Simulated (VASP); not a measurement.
# Ta (P6_3/mmc) in VASP: further runs

Runs on Ta. Level: r2SCAN. Tasks: single point.

Everything below comes from runs of VASP 6.6.1. Logs are shortened: lines on timing, memory, paths and dates and some standing lists are left out, and cuts for length are marked.

**1. The cell of the first run**

It takes space group P6_3/mmc (No. 194, hexagonal). Conventional cell: a = 2.847 Å, b = 2.847 Å, c = 5.059 Å, α = 90.00°, β = 90.00°, γ = 120.00°. Ta (site symmetry -6m2) has 12 Ta at 2.85 to 3.02 Å within 3.8 Å.

This isn't the form of Ta at room conditions, which is bcc.

**2. Single point, r2SCAN (17.75 Å³/atom)**

POSCAR

```
Ta
1.0
    2.8467663344      0.0000000000      0.0000000000
   -1.4233831672      2.4653719642      0.0000000000
    0.0000000000      0.0000000000      5.0587568387
Ta
2
Direct
    0.3333333333      0.6666666667      0.2500000000
    0.6666666667      0.3333333333      0.7500000000
```

INCAR.step1

```
SYSTEM = Ta
PREC     = Accurate       ! precision mode
ENCUT    = 520            ! plane-wave cutoff, eV
ISMEAR   = -1             ! smearing method
SIGMA    = 0.1            ! smearing width, eV
LREAL    = .FALSE.        ! projectors in reciprocal space
LASPH    = .TRUE.         ! aspherical terms in the spheres
NELM     = 80             ! most SCF steps
NBANDS   = 18             ! bands
GGA      = PE             ! functional
ALGO     = Normal         ! electronic algorithm
EDIFF    = 1E-4           ! SCF threshold, eV
LWAVE    = .TRUE.         ! write WAVECAR
LCHARG   = .FALSE.        ! write CHGCAR
```

INCAR.step2

```
SYSTEM = Ta
PREC     = Accurate       ! precision mode
ENCUT    = 520            ! plane-wave cutoff, eV
EDIFF    = 1E-6           ! SCF threshold, eV
ISMEAR   = -1             ! smearing method
SIGMA    = 0.1            ! smearing width, eV
LREAL    = .FALSE.        ! projectors in reciprocal space
LASPH    = .TRUE.         ! aspherical terms in the spheres
NELM     = 80             ! most SCF steps
ALGO     = Normal         ! electronic algorithm
ISIF     = 2              ! what is computed and relaxed
LWAVE    = .FALSE.        ! write WAVECAR
LCHARG   = .TRUE.         ! write CHGCAR
METAGGA  = R2SCAN         ! meta-GGA
LMIXTAU  = .TRUE.       
LELF     = .TRUE.         ! ELF
LVHAR    = .TRUE.       
NBANDS   = 18             ! bands
ISTART   = 1
```

KPOINTS

```
Automatic mesh
0
G
  14 14 7
  0 0 0
```

Potentials or basis: VASP PAW PBE potentials, release 64 (Ta_pv).

Started as:

```bash
$ cat potpaw_PBE.64/Ta_pv/POTCAR > POTCAR
$ cp INCAR.step1 INCAR
$ mpirun -np 1 vasp_std > vasp.out
$ cp INCAR.step2 INCAR
$ mpirun -np 1 vasp_std > vasp.out
```

OUTCAR:

```text
SYSTEM = Ta
   PREC = Accurate
   ENCUT = 520
   EDIFF = 1E-6
   ISMEAR = -1
   LREAL = .FALSE.
   LASPH = .TRUE.
   NELM = 80
   ISIF = 2
   METAGGA = R2SCAN
   ISTART = 1

 ion  position               nearest neighbor table
   1  0.333  0.667  0.250-   2 3.02   2 3.02   2 3.02   2 3.02   2 3.02   2 3.02
   2  0.667  0.333  0.750-   1 3.02   1 3.02   1 3.02   1 3.02   1 3.02   1 3.02

  LATTYP: Found a hexagonal cell.
 ALAT       =     2.8467663344
 C/A-ratio  =     1.7770186396

  Lattice vectors:

 A1 = (   2.8467663344,   0.0000000000,   0.0000000000)
 A2 = (  -1.4233831672,   2.4653719642,   0.0000000000)
 A3 = (   0.0000000000,   0.0000000000,   5.0587568387)

Analysis of symmetry for initial positions (statically):
=====================================================================
 Subroutine PRICEL returns:
 Original cell was already a primitive cell.

 Routine SETGRP: Setting up the symmetry group for a
 hexagonal supercell.

 Subroutine GETGRP returns: Found 24 space group operations
 (whereof 12 operations were pure point group operations)
 out of a pool of 24 trial point group operations.

The static configuration has the point symmetry D_3d.
 The point group associated with its full space group is D_6h.

Analysis of symmetry for dynamics (positions and initial velocities):
=====================================================================
 Subroutine PRICEL returns:
 Original cell was already a primitive cell.

 Routine SETGRP: Setting up the symmetry group for a
 hexagonal supercell.

 Subroutine GETGRP returns: Found 24 space group operations
 (whereof 12 operations were pure point group operations)
 out of a pool of 24 trial point group operations.

The dynamic configuration has the point symmetry D_3d.
 The point group associated with its full space group is D_6h.

 Subroutine INISYM returns: Found 24 space group operations
 (whereof 12 operations are pure point group operations),
 and found     1 'primitive' translations

----------------------------------------------------------------------------------------

                                     Primitive cell

  volume of cell :      35.5041

  direct lattice vectors                    reciprocal lattice vectors
     2.846766334  0.000000000  0.000000000     0.351275757  0.202809153  0.000000000
    -1.423383167  2.465371964  0.000000000     0.000000000  0.405618306  0.000000000
     0.000000000  0.000000000  5.058756839     0.000000000  0.000000000  0.197677025

  length of vectors
     2.846766334  2.846766334  5.058756839     0.405618306  0.405618306  0.197677025

  position of ions in fractional coordinates (direct lattice)
     0.333333333  0.666666667  0.250000000
     0.666666667  0.333333333  0.750000000

  ion indices of the primitive-cell ions
   primitive index   ion index
                 1           1
                 2           2

----------------------------------------------------------------------------------------

 KPOINTS: Automatic mesh

Automatic generation of k-mesh.
 Grid dimensions read from file:
 generate k-points for:   14   14    7

 Generating k-lattice:

  Cartesian coordinates                     Fractional coordinates (reciprocal lattice)
     0.025091126  0.014486368  0.000000000     0.071428571  0.000000000  0.000000000
     0.000000000  0.028972736  0.000000000     0.000000000  0.071428571  0.000000000
     0.000000000  0.000000000  0.028239575     0.000000000  0.000000000  0.142857143

  Length of vectors
     0.028972736  0.028972736  0.028239575

  Shift w.r.t. Gamma in fractional coordinates (k-lattice)
     0.000000000  0.000000000  0.000000000

 Subroutine IBZKPT returns following result:
 ===========================================

 Found     96 irreducible k-points:

 Following reciprocal coordinates:
            Coordinates               Weight
  0.000000  0.000000  0.000000      1.000000
  0.071429  0.000000  0.000000      6.000000
  0.142857  0.000000  0.000000      6.000000
  0.214286  0.000000  0.000000      6.000000
  0.285714  0.000000  0.000000      6.000000
  0.357143  0.000000  0.000000      6.000000
[... 16 lines left out ...]
  0.285714  0.285714  0.000000      6.000000
  0.357143  0.285714  0.000000      6.000000
 [... further k-points ...]
   k-points           NKPTS =     96   k-points in BZ     NKDIM =     96   number of bands    NBANDS=     18
   number of dos      NEDOS =    301   number of ions     NIONS =      2
   total plane-waves  NPLWV =  23040
   dimension x,y,z NGX =    24 NGY =   24 NGZ =   40
   dimension x,y,z NGXF=    48 NGYF=   48 NGZF=   80
   ions per type =               2
   NGX,Y,Z   is equivalent  to a cutoff of  14.02, 14.02, 13.15 a.u.
   NGXF,Y,Z  is equivalent  to a cutoff of  28.03, 28.03, 26.29 a.u.
 SYSTEM =  Ta
   PREC   = accura    normal or accurate (medium, high low for compatibility)
   ISTART =      1    job   : 0-new  1-cont  2-samecut
   ICHARG =      0    charge: 1-file 2-atom 10-const
   ISPIN  =      1    spin polarized calculation?
   LNONCOLLINEAR =      F non collinear calculations
   LSORBIT =      F    spin-orbit coupling
   LASPH  =      T    aspherical Exc in radial PAW
   ENCUT  =  520.0 eV  38.22 Ry    6.18 a.u.   5.29  5.29  9.41*2*pi/ulx,y,z
   NELM   =     80;   NELMIN=  2; NELMDL=  0     # of ELM steps
   EDIFF  = 0.1E-05   stopping-criterion for ELM
   LREAL  =      F    real-space projection
   EDIFFG = 0.1E-04   stopping-criterion for IOM
   NSW    =      0    number of steps for IOM
   IBRION =     -1    ionic relax: 0-MD 1-quasi-New 2-CG
   NFREE  =      0    steps in history (QN), initial steepest desc. (CG)
   ISIF   =      2    stress and relaxation
   ISYM   =      2    0-nonsym 1-usesym 2-fastsym
   POTIM  = 0.5000    time-step for ionic-motion
   TEBEG  =    0.0;   TEEND  =   0.0 temperature during run
   PSTRESS=    0.0 pullay stress
   NELECT =      22.0000    total number of electrons
   NUPDOWN=      -1.0000    fix difference up-down
   EMIN   =  10.00;   EMAX   =-10.00  energy-range for DOS
   EFERMI =   0.00;   METHOD = LEGACY
   ISMEAR =    -1;   SIGMA  =   0.10  broadening in eV -4-tet -1-fermi 0-gaus
   EFERMI_NEDOS =   21; number of points for ismear=-14 and -15
   IALGO  =     38    algorithm
   IMIX   =      4    mixing-type and parameters
     AMIX     =   0.40;   BMIX     =  1.00
     AMIX_MAG =   1.60;   BMIX_MAG =  1.00
  volume/ion in A,a.u.               =      17.75       119.80
  Fermi-wavevector in a.u.,A,eV,Ry     =   1.395692  2.637476 26.503566  1.947957
  Thomas-Fermi vector in A             =   2.519119
   LORBIT       =      0    0 simple, 1 ext, 2 COOP (PROOUT), +10 PAW based schemes
   METAGGA = R2SCAN    functional components
   LHFCALC =     F    Hartree Fock is set to
   AEXX    =    0.0000 exact exchange contribution
   IVDW    =     0    specifies the selected vdW correction
   LEPSILON=     F    determine dielectric tensor
   LRPA    =     F    only Hartree local field effects (RPA)
 non-spin polarized calculation
  energy-cutoff  :      520.00
  volume of cell :       35.50
 maximum number of plane-waves:       972
 NGX is ok and might be reduce to    24
   NGX = 11   NGY = 11   NGZ = 19

 number of electron      21.9999997 magnetization

 Free energy of the ion-electron system (eV)
  ---------------------------------------------------
  ext. energy  EPLUGINS =         0.00000000
  ---------------------------------------------------
  free energy    TOTEN  =       -96.55100048 eV

  energy without entropy =      -96.47606819  energy(sigma->0) =      -96.51353433

 E-fermi :   5.9123     XC(G=0): -13.8364

 val. band max:        5.8830717399   @ k =   0.1429   0.0714   0.1429
 cond. band min:       5.9128424966   @ k =   0.3571   0.2143   0.2857
 fundamental gap:      0.0297707567
 Fermi energy:         5.9122697053

 k-point     1 :       0.0000    0.0000    0.0000
  band No.  band energies     occupation
      1     -29.8578      2.00000
      2     -28.8061      2.00000
      3     -28.6893      2.00000
      4     -28.6893      2.00000
      5     -28.5860      2.00000
      6     -28.5860      2.00000
[... 10 lines left out ...]
     17      11.7449      0.00000
     18      11.7449      0.00000

 k-point     2 :       0.0714    0.0000    0.0000
  band No.  band energies     occupation
      1     -29.8369      2.00000
      2     -28.8085      2.00000
      3     -28.7565      2.00000
      4     -28.7074      2.00000
      5     -28.6549      2.00000
      6     -28.5978      2.00000
[... 10 lines left out ...]
     17      11.8412      0.00000
     18      12.2029      0.00000

 k-point     3 :       0.1429    0.0000    0.0000
  band No.  band energies     occupation
      1     -29.7767      2.00000
      2     -28.9430      2.00000
      3     -28.8430      2.00000
      4     -28.8168      2.00000
      5     -28.7568      2.00000
      6     -28.6317      2.00000
[... 10 lines left out ...]
     17      12.0264      0.00000
     18      13.2169      0.00000

 k-point     4 :       0.2143    0.0000    0.0000
  band No.  band energies     occupation
      1     -29.6843      2.00000
      2     -29.2081      2.00000
      3     -29.1031      2.00000
      4     -28.8336      2.00000
      5     -28.8261      2.00000
      6     -28.6817      2.00000
[... 375 lines left out ...]
      4     -29.2341      2.00000
      5     -29.1583      2.00000
      6     -29.0204      2.00000
[... 10 lines left out ...]
     17      14.7844      0.00000
     18      15.1818      0.00000

 k-point    23 :       0.2857    0.2857    0.0000
  band No.  band energies     occupation
      1     -29.7269      2.00000
      2     -29.6290      2.00000
      3     -29.3853      2.00000
      4     -29.2575      2.00000
      5     -29.2208      2.00000
      6     -29.0295      2.00000
[... 10 lines left out ...]
     17      14.8054      0.00000
     18      14.8633      0.00000

 k-point    24 :       0.3571    0.2857    0.0000
  band No.  band energies     occupation
      1     -29.7045      2.00000
      2     -29.5716      2.00000
      3     -29.4858      2.00000
      4     -29.3348      2.00000
      5     -29.1610      2.00000
      6     -29.0772      2.00000
[... 10 lines left out ...]
     17      14.2113      0.00000
     18      14.4191      0.00000

 [... further k-points ...]

------------------------ aborting loop because EDIFF is reached ----------------------------------------

  FORCE on cell =-STRESS in cart. coord.  units (eV):
  Direction    XX          YY          ZZ          XY          YZ          ZX
  --------------------------------------------------------------------------------------
  -------------------------------------------------------------------------------------
  Total        2.2401570      2.2401570      1.9247806      0.0000000      0.0000000      0.0000000
  in kB      101.0906447    101.0906447     86.8587811      0.0000000      0.0000000      0.0000000
  external PRESSURE =      96.3466901 kB  Pullay stress =       0.0000000 kB

 VOLUME and BASIS-vectors are now :
 -----------------------------------------------------------------------------
  energy-cutoff  :      520.00
  volume of cell :       35.50
      direct lattice vectors                 reciprocal lattice vectors
     2.846766334  0.000000000  0.000000000     0.351275757  0.202809153  0.000000000
    -1.423383167  2.465371964  0.000000000     0.000000000  0.405618306  0.000000000
     0.000000000  0.000000000  5.058756839     0.000000000  0.000000000  0.197677025

 POSITION                                       TOTAL-FORCE (eV/Angst)
 -----------------------------------------------------------------------------------
     -0.00000      1.64358      1.26469        -0.000000      0.000000      0.000000
      1.42338      0.82179      3.79407         0.000000     -0.000000      0.000000
 -----------------------------------------------------------------------------------
    total drift:                               -0.000000      0.000000     -0.000000

  FREE ENERGIE OF THE ION-ELECTRON SYSTEM (eV)
  ---------------------------------------------------
  free  energy   TOTEN  =       -96.5510004766 eV

  energy  without entropy=      -96.4760681893  energy(sigma->0) =      -96.51353433
```

It took 5.4 min on 1 thread of Intel Xeon 8259CL, shared host; peak memory 0.2 GiB.

Results:

```
Free energy            : -96.5510 eV
Pressure               : 9.6 GPa
Band gap on the k mesh : zero (bands 11 and 12 overlap by 1.93 eV)
```

Levels at points of the mesh, in eV from the Fermi level:
```csv
k point,band 7,band 8,band 9,band 10,band 11,band 12,band 13,band 14,band 15,band 16
"(0.00, 0.00, 0.00)",-8.84,-5.34,-0.64,-0.15,0.69,0.69,1.33,1.33,3.42,3.42
"(0.50, 0.00, 0.00)",-4.40,-4.31,-3.73,-0.51,-0.35,0.59,1.04,6.31,7.16,7.49
```

Caveat: the cell stands under pressure; the PAW data sets were made with another functional, which shifts forces and pressure a little; spin-orbit coupling is left out, which moves the levels of the heavy elements.

[end of part 1 of 3]

The gap in the log of VASP goes by the Fermi energy; the results here count the filled bands.